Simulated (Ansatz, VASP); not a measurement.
**Two plane-wave programs on Cs**

```
CELL_PARAMETERS angstrom
4.93614 0.00000 0.00000
0.00000 4.93614 0.00000
0.00000 0.00000 4.93614
ATOMIC_POSITIONS crystal
Cs 0.50000 0.50000 0.50000
```

Alike in both runs: task single point; functional PBE; k mesh 12 × 12 × 12; occupations gaussian, width 0.1 eV; no spin polarisation.

|  | VASP | Ansatz |
| --- | --- | --- |
| version | VASP 6.6.1 | Ansatz 0.2.0 |
| potentials or method | VASP PAW PBE potentials, release 64 (Cs_sv), cutoff 520 eV | scalar-relativistic, plane waves, PAW |
| valence electrons in the cell | 9 | 9 |

```tsv
	VASP	Ansatz	Ansatz less VASP
gap on the k mesh at the Fermi level (eV)	none	none	-
pressure (GPa)	0.1	0.1	0.00
```

A gap of «none» marks a metal or a gap that the smearing closes.

Spin-orbit coupling is off throughout.
